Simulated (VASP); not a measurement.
Crystal: Y2Ge3.

```
Y Ge
1.0
     4.39243    0.00000    0.00000
    -2.19621    3.80395    0.00000
     0.00000    0.00000    7.10729
Y Ge
2 3
Direct
  0.00000 0.00000 0.27007
  0.00000 0.00000 0.72993
  0.66667 0.33333 0.00000
  0.66667 0.33333 0.50000
  0.33333 0.66667 0.00000
```

| Item | Value |
| --- | --- |
| Program | VASP 6.6.1 |
| Task | relaxation of cell and atoms |
| Functional | r2SCAN |
| Dispersion | D3(BJ) |
| Potentials or basis | VASP PAW PBE potentials, release 64 (Y_sv, Ge_d) |
| Cutoff | 550 eV |
| k mesh | 7 × 7 × 4 |
| Occupations | fermi-dirac, width 0.05 eV |
| Spin | no spin polarisation |

At the start: pressure -1.7 GPa; volume 23.75 Å³/atom.

**Question.** How do energy, volume and symmetry change on relaxing?

**Answer.** Over 7 steps the energy falls by 3.9 meV/atom and the volume is 23.15 Å³/atom (-2.5 %); space group P-6m2 (No. 187, to 0.1 Å) before and after.

The path:
```tsv
step	energy change (eV)	largest force (eV/Å)	pressure (GPa)	volume (Å³)
1	0.0000	0.1346	-1.69	118.75
2	-0.0164	0.0415	0.75	114.49
3	-0.0188	0.0671	0.09	115.58
4	-0.0188	0.0686	0.05	115.64
5	-0.0194	0.0143	-0.01	115.73
6	-0.0194	0.0137	-0.03	115.78
7	-0.0194	0.0098	-0.02	115.77
```

Final structure:
```cif
data_structure
_symmetry_space_group_name_H-M 'P 1'
_symmetry_Int_Tables_number 1
_cell_length_a 4.3438
_cell_length_b 4.3438
_cell_length_c 7.0847
_cell_angle_alpha 90.000
_cell_angle_beta 90.000
_cell_angle_gamma 120.000
_cell_volume 115.77
loop_
_atom_site_label
_atom_site_type_symbol
_atom_site_fract_x
_atom_site_fract_y
_atom_site_fract_z
_atom_site_occupancy
Y1 Y 0.00000 0.00000 0.26876 1
Y2 Y 0.00000 0.00000 0.73124 1
Ge1 Ge 0.66667 0.33333 0.00000 1
Ge2 Ge 0.66667 0.33333 0.50000 1
Ge3 Ge 0.33333 0.66667 0.00000 1
```

Caveat: the PAW data sets were made with another functional, which shifts forces and pressure a little.
